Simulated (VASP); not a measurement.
# Yb (Fm-3m) in VASP: a series of runs, part 2 of 3

VASP 6.6.1.

## 3. Electric field gradients, PBE (40.46 Å³/atom)

This run uses another cell than the first one, of 40.46 Å³/atom.

INCAR reads:

```
SYSTEM = Yb
ALGO = Normal
EDIFF = 1E-8
ENCUT = 520
GGA = PE
ISIF = 2
ISMEAR = -1
LASPH = .True.
LCHARG = .False.
LEFG = .True.
LREAL = .False.
LWAVE = .False.
NBANDS = 18
NELM = 80
PREC = Accurate
SIGMA = 0.05
```

KPOINTS reads:

```
k-points
0
Gamma
  12 12 12
  0 0 0
```

POSCAR reads:

```
Yb
1.0
    0.0000000000      2.7246893782      2.7246893782
    2.7246893782      0.0000000000      2.7246893782
    2.7246893782      2.7246893782      0.0000000000
Yb
1
Direct
    0.0000000000      0.0000000000      0.0000000000
```

Potentials or basis: VASP PAW PBE potentials, release 64 (Yb).

Started as:

```sh
$ cat potpaw_PBE.64/Yb/POTCAR > POTCAR
$ mpirun -np 1 vasp_std > vasp.out
```

OUTCAR:

```text
SYSTEM = Yb
   EDIFF = 1E-8
   ENCUT = 520
   GGA = PE
   ISIF = 2
   ISMEAR = -1
   LASPH = .True.
   LREAL = .False.
   NELM = 80
   PREC = Accurate

 ion  position               nearest neighbor table
   1  0.000  0.000  0.000-

  LATTYP: Found a face centered cubic cell.
 ALAT       =     5.4493787564

  Lattice vectors:

 A1 = (   0.0000000000,   2.7246893782,   2.7246893782)
 A2 = (   2.7246893782,   0.0000000000,   2.7246893782)
 A3 = (   2.7246893782,   2.7246893782,   0.0000000000)

Analysis of symmetry for initial positions (statically):
=====================================================================
 Subroutine PRICEL returns:
 Original cell was already a primitive cell.

 Routine SETGRP: Setting up the symmetry group for a
 face centered cubic supercell.

 Subroutine GETGRP returns: Found 48 space group operations
 (whereof 48 operations were pure point group operations)
 out of a pool of 48 trial point group operations.

The static configuration has the point symmetry O_h .

Analysis of symmetry for dynamics (positions and initial velocities):
=====================================================================
 Subroutine PRICEL returns:
 Original cell was already a primitive cell.

 Routine SETGRP: Setting up the symmetry group for a
 face centered cubic supercell.

 Subroutine GETGRP returns: Found 48 space group operations
 (whereof 48 operations were pure point group operations)
 out of a pool of 48 trial point group operations.

The dynamic configuration has the point symmetry O_h .
[... 144 lines left out ...]

 E-fermi :   1.2315     XC(G=0):  -8.9390

 val. band max:        1.1724528895   @ k =  -0.3333   0.4167   0.1667
 cond. band min:       1.2383306512   @ k =  -0.4167   0.2500   0.0000
 fundamental gap:      0.0658777617
 Fermi energy:         1.2314529004

 k-point     1 :       0.0000    0.0000    0.0000
  band No.  band energies     occupation
      1     -50.5972      2.00000
      2     -22.8498      2.00000
      3     -22.8498      2.00000
      4     -22.8498      2.00000
      5      -3.6811      2.00000
      6       0.7925      1.99969
[... 481 lines left out ...]
      5      -0.0576      2.00000
      6       0.8143      1.99952
[... 10 lines left out ...]
     17       6.9182      0.00000
     18       7.8825      0.00000

 [... further k-points ...]

------------------------ aborting loop because EDIFF is reached ----------------------------------------

  FORCE on cell =-STRESS in cart. coord.  units (eV):
  Direction    XX          YY          ZZ          XY          YZ          ZX
  --------------------------------------------------------------------------------------
  -------------------------------------------------------------------------------------
  Total       -0.5515879     -0.5515879     -0.5515879      0.0000000      0.0000000      0.0000000
  in kB      -21.8446121    -21.8446121    -21.8446121      0.0000000      0.0000000      0.0000000
  external PRESSURE =     -21.8446121 kB  Pullay stress =       0.0000000 kB

 VOLUME and BASIS-vectors are now :
 -----------------------------------------------------------------------------
  energy-cutoff  :      520.00
  volume of cell :       40.46
      direct lattice vectors                 reciprocal lattice vectors
     0.000000000  2.724689378  2.724689378    -0.183507156  0.183507156  0.183507156
     2.724689378  0.000000000  2.724689378     0.183507156 -0.183507156  0.183507156
     2.724689378  2.724689378  0.000000000     0.183507156  0.183507156 -0.183507156

 POSITION                                       TOTAL-FORCE (eV/Angst)
 -----------------------------------------------------------------------------------
      0.00000      0.00000      0.00000         0.000000     -0.000000     -0.000000
 -----------------------------------------------------------------------------------
    total drift:                               -0.000000     -0.000000      0.000000

  FREE ENERGIE OF THE ION-ELECTRON SYSTEM (eV)
  ---------------------------------------------------
  free  energy   TOTEN  =        -3.5345143391 eV

  energy  without entropy=       -3.5185692582  energy(sigma->0) =       -3.52654180

 Electric field gradients (V/A^2)
---------------------------------------------------------------------
 ion       V_xx      V_yy      V_zz      V_xy      V_xz      V_yz
---------------------------------------------------------------------
   1      -0.000    -0.000     0.000     0.002     0.002     0.002
---------------------------------------------------------------------

 Electric field gradients after diagonalization (V/A^2)
 (convention: |V_zz| > |V_xx| > |V_yy|)
----------------------------------------------------------------------
 ion       V_xx      V_yy      V_zz     asymmetry (V_yy - V_xx)/ V_zz
----------------------------------------------------------------------
   1      -0.002    -0.002     0.004       0.000
----------------------------------------------------------------------

           NMR quadrupolar parameters

 Cq : quadrupolar parameter    Cq=e*Q*V_zz/h
 eta: asymmetry parameters     (V_yy - V_xx)/ V_zz
 Q  : nuclear electric quadrupole moment in mb (millibarn)
----------------------------------------------------------------------
 ion       Cq(MHz)       eta       Q (mb)
----------------------------------------------------------------------
   1       0.000       0.000       1.000
----------------------------------------------------------------------
```

OSZICAR:

```text
N       E                     dE             d eps       ncg     rms          rms(c)
DAV:   1     0.121291802398E+03    0.12129E+03   -0.87946E+03  3250   0.900E+03
DAV:   2     0.123707170399E+02   -0.10892E+03   -0.10561E+03  3326   0.551E+02
DAV:   3    -0.148752467965E+01   -0.13858E+02   -0.13720E+02  3878   0.116E+02
DAV:   4    -0.367555817858E+01   -0.21880E+01   -0.21793E+01  5118   0.354E+01
[... 16 lines left out ...]
DAV:  21    -0.353451834133E+01    0.28759E-04   -0.34481E-05  3028   0.192E-01    0.565E-02
DAV:  22    -0.353451449452E+01    0.38468E-05   -0.78239E-06  4686   0.785E-02    0.151E-02
DAV:  23    -0.353451424899E+01    0.24554E-06   -0.18133E-06  4638   0.399E-02    0.540E-03
DAV:  24    -0.353451433644E+01   -0.87455E-07   -0.33752E-07  4928   0.483E-03    0.125E-03
DAV:  25    -0.353451433906E+01   -0.26203E-08   -0.70128E-09  2308   0.937E-04
   1 F= -.35345143E+01 E0= -.35265418E+01  d E =-.159451E-01
```

stdout:

```text
POSCAR found type information on POSCAR Yb
 POSCAR found :  1 types and       1 ions
 scaLAPACK will be used
 LDA part: xc-table for (Slater+PW92), standard interpolation
 POSCAR, INCAR and KPOINTS ok, starting setup
 FFT: planning ... GRIDC
 FFT: planning ... GRID_SOFT
 FFT: planning ... GRID
 WAVECAR not read
 entering main loop
ion   1
```

Run time: 3.3 min. Hardware: 1 thread of Intel Xeon 8259CL, shared host; peak memory 0.22 GiB.

What came out:

```
Free energy                             : -3.5345 eV
Pressure                                : -2.2 GPa
Band gap on the k mesh                  : zero (bands 12 and 13 overlap by 0.05 eV)
Largest electric field gradient by atom : under 0.05 V/Å² on every atom
```

Caveat: spin-orbit coupling is left out, which moves the levels of the heavy elements.

## 4. Electric field gradients, PBE

This run uses another cell than the first one, of 41.28 Å³/atom.

INCAR reads:

```
SYSTEM = Yb
PREC     = Accurate       ! precision mode
ENCUT    = 520            ! plane-wave cutoff, eV
EDIFF    = 1E-8           ! SCF threshold, eV
ISMEAR   = -1             ! smearing method
SIGMA    = 0.05           ! smearing width, eV
LREAL    = .FALSE.        ! projectors in reciprocal space
LASPH    = .TRUE.         ! aspherical terms in the spheres
NELM     = 80             ! most SCF steps
ALGO     = Normal         ! electronic algorithm
ISIF     = 2              ! what is computed and relaxed
LWAVE    = .FALSE.        ! write WAVECAR
LCHARG   = .FALSE.        ! write CHGCAR
GGA      = PE             ! functional
LEFG     = .TRUE.       
NBANDS   = 18             ! bands
```

KPOINTS reads:

```
regular mesh
0
G
  12 12 12
  0 0 0
```

POSCAR reads:

```
Yb
1.0
    0.0000000000      2.7431000000      2.7431000000
    2.7431000000      0.0000000000      2.7431000000
    2.7431000000      2.7431000000      0.0000000000
Yb
1
Direct
    0.0000000000      0.0000000000      0.0000000000
```

Potentials or basis: VASP PAW PBE potentials, release 64 (Yb).

Started as:

```sh
$ cat potpaw_PBE.64/Yb/POTCAR > POTCAR
$ mpirun -np 1 vasp_std > vasp.out
```

OUTCAR:

```text
SYSTEM = Yb
   PREC = Accurate
   ENCUT = 520
   EDIFF = 1E-8
   ISMEAR = -1
   LREAL = .FALSE.
   LASPH = .TRUE.
   NELM = 80
   ISIF = 2
   GGA = PE

 ion  position               nearest neighbor table
   1  0.000  0.000  0.000-

  LATTYP: Found a face centered cubic cell.
 ALAT       =     5.4862000000

  Lattice vectors:

 A1 = (   0.0000000000,   2.7431000000,   2.7431000000)
 A2 = (   2.7431000000,   0.0000000000,   2.7431000000)
 A3 = (   2.7431000000,   2.7431000000,   0.0000000000)

[... 708 lines left out ...]
    total drift:                               -0.000000     -0.000000      0.000000

  FREE ENERGIE OF THE ION-ELECTRON SYSTEM (eV)
  ---------------------------------------------------
  free  energy   TOTEN  =        -3.5230642779 eV

  energy  without entropy=       -3.5062863392  energy(sigma->0) =       -3.51467531

 Electric field gradients (V/A^2)
---------------------------------------------------------------------
 ion       V_xx      V_yy      V_zz      V_xy      V_xz      V_yz
---------------------------------------------------------------------
   1       0.000    -0.000    -0.000     0.003     0.003     0.003
---------------------------------------------------------------------

 Electric field gradients after diagonalization (V/A^2)
 (convention: |V_zz| > |V_xx| > |V_yy|)
----------------------------------------------------------------------
 ion       V_xx      V_yy      V_zz     asymmetry (V_yy - V_xx)/ V_zz
----------------------------------------------------------------------
   1      -0.003    -0.003     0.006       0.000
----------------------------------------------------------------------

           NMR quadrupolar parameters

 Cq : quadrupolar parameter    Cq=e*Q*V_zz/h
 eta: asymmetry parameters     (V_yy - V_xx)/ V_zz
 Q  : nuclear electric quadrupole moment in mb (millibarn)
----------------------------------------------------------------------
 ion       Cq(MHz)       eta       Q (mb)
----------------------------------------------------------------------
   1       0.000       0.000       1.000
----------------------------------------------------------------------
```

OSZICAR:

```text
N       E                     dE             d eps       ncg     rms          rms(c)
DAV:   1     0.125439624875E+03    0.12544E+03   -0.86926E+03  3224   0.901E+03
DAV:   2     0.133670897962E+02   -0.11207E+03   -0.10871E+03  3240   0.539E+02
DAV:   3    -0.148129749737E+01   -0.14848E+02   -0.14716E+02  3994   0.118E+02
[... 18 lines left out ...]
DAV:  22    -0.352306445443E+01    0.23890E-05   -0.76928E-06  4854   0.723E-02    0.679E-03
DAV:  23    -0.352306446770E+01   -0.13274E-07   -0.78971E-07  4974   0.197E-02    0.110E-02
DAV:  24    -0.352306423348E+01    0.23422E-06   -0.13334E-07  4488   0.554E-03    0.840E-03
DAV:  25    -0.352306424839E+01   -0.14908E-07   -0.25803E-08  1866   0.523E-03    0.226E-03
DAV:  26    -0.352306427099E+01   -0.22598E-07   -0.18094E-08  3120   0.163E-03    0.687E-04
DAV:  27    -0.352306427786E+01   -0.68703E-08   -0.32770E-09  1868   0.791E-04
   1 F= -.35230643E+01 E0= -.35146753E+01  d E =-.167779E-01
```

Run time: 3.4 min. Hardware: 1 thread of Intel Xeon 8259CL, shared host; peak memory 0.22 GiB.

Results:

- Free energy: -3.5231 eV
- Pressure: -2.4 GPa
- Band gap on the k mesh: zero (bands 12 and 13 overlap by 0.07 eV)
- Largest electric field gradient by atom: under 0.05 V/Å² on every atom

Levels at points of the mesh, in eV from the Fermi level:
| k point | band 9 | band 10 | band 11 | band 12 | band 13 | band 14 | band 15 | band 16 |
| --- | --- | --- | --- | --- | --- | --- | --- | --- |
| (0.00, 0.00, 0.00) | -0.36 | -0.29 | -0.29 | -0.29 | 2.72 | 2.72 | 2.72 | 4.56 |
| (0.50, 0.00, 0.00) | -0.37 | -0.30 | -0.30 | -0.28 | 0.13 | 2.53 | 2.53 | 5.90 |
| (0.50, 0.50, 0.00) | -0.36 | -0.32 | -0.31 | -0.31 | 0.28 | 1.30 | 5.91 | 6.29 |

Caveat: spin-orbit coupling is left out, which moves the levels of the heavy elements. Spin polarisation is off, so any magnetic state and its effect on volume and gap are missing.

(Continued in part 3 of 3.)

The gap in the log of VASP goes by the Fermi energy; the results here count the filled bands.